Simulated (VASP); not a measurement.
Set up this calculation in VASP 6.6.1, as the native input.

| Quantity | Value |
| --- | --- |
| Task | relaxation of cell and atoms |
| Functional | PBEsol |
| Potentials or basis | VASP PAW PBE potentials, release 64 (Pb_d, O) |
| Cutoff | 600 eV |
| k mesh | 8 × 8 × 10 |
| Occupations | gaussian, width 0.1 eV |
| Spin | no spin polarisation |
| Dipole correction | no |
| Further INCAR settings | ALGO = Normal; EDIFF = 1e-06; IBRION = 2; EDIFFG = -0.005; NSW = 70; ISIF = 3 |

The structure of PbO2 lies in POSCAR:

```
PbO2
1.0
    5.0820153149      0.0000000000      0.0000000000
    0.0000000000      5.0820153149      0.0000000000
    0.0000000000      0.0000000000      3.4428066694
Pb O
2 4
Direct
    0.0000000000      0.0000000000      0.0000000000
    0.5000000000      0.5000000000      0.5000000000
    0.3079753846      0.3079753846      0.0000000000
    0.1920246154      0.8079753846      0.5000000000
    0.6920246154      0.6920246154      0.0000000000
    0.8079753846      0.1920246154      0.5000000000
```

One way to write it, as run:

INCAR

```
SYSTEM = PbO2
ALGO = Normal ; EDIFF = 1E-6
EDIFFG = -0.005 ; ENCUT = 600
GGA = PS ; IBRION = 2
ISIF = 3 ; ISMEAR = 0
LASPH = .TRUE. ; LCHARG = .FALSE.
LREAL = .FALSE. ; LWAVE = .FALSE.
NELM = 60 ; NSW = 70
PREC = Accurate ; SIGMA = 0.1
```

KPOINTS

```
k-points
0
G
  8 8 10
  0 0 0
```

Potentials or basis: VASP PAW PBE potentials, release 64 (Pb_d, O).

Launch:

```console
$ cat potpaw_PBE.64/Pb_d/POTCAR potpaw_PBE.64/O/POTCAR > POTCAR
$ mpirun -np 1 vasp_std > vasp.out
```

Results of the run:

| Quantity | Value |
| --- | --- |
| Relaxed volume | 14.21 Å³/atom |
| Relaxed cell | a = 4.997 Å, b = 4.997 Å, c = 3.414 Å, α = 90.00°, β = 90.00°, γ = 90.00° |
| Space group after relaxing (to 0.1 Å) | P4_2/mnm (No. 136) |
| Energy gained by relaxing | 9.5 meV/atom |
| Ionic steps | 11 |
| Pressure after relaxing | 0.0 GPa |

Caveat: the PAW data sets were made with another functional, which shifts forces and pressure a little.

Wall time 21 min on 1 thread of Intel(R) Xeon(R) Platinum 8488C (Sapphire Rapids), on a shared host, peak memory 0.39 GiB.
